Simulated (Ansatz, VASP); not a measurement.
Sn3Te: VASP beside Ansatz

```
Te Sn
1.0
    -2.33118    2.33118    5.58909
     2.33118   -2.33118    5.58909
     2.33118    2.33118   -5.58909
Te Sn
1 3
Direct
  0.00000 0.00000 0.00000
  0.50000 0.50000 0.00000
  0.25000 0.75000 0.50000
  0.75000 0.25000 0.50000
```

Alike in both runs: task single point; functional PBE; k mesh 8 × 8 × 8; occupations fermi-dirac, width 0.05 eV; no spin polarisation.

|  | VASP | Ansatz |
| --- | --- | --- |
| version | VASP 6.6.1 | Ansatz 0.2.0 |
| potentials or method | VASP PAW PBE potentials, release 64 (Te, Sn_d) | Ansatz PAW |
| plane-wave cutoff (eV) | 520 | 420 |
| valence electrons in the cell | 48 | 58 |

|  | VASP | Ansatz | Ansatz less VASP |
| --- | --- | --- | --- |
| gap on the k mesh at the Fermi level (eV) | none | none | - |
| pressure (GPa) | -2.0 | -1.9 | +0.04 |
| traceless stress, the component that is largest in VASP (GPa) | 0.08 | 0.08 | +0.004 |

A gap of «none» marks a metal or a gap that the smearing closes. VASP's potentials hold 48 valence electrons a cell and Ansatz's 58, so a difference there can come from the potentials and not from the codes.

Spin-orbit coupling is off throughout.
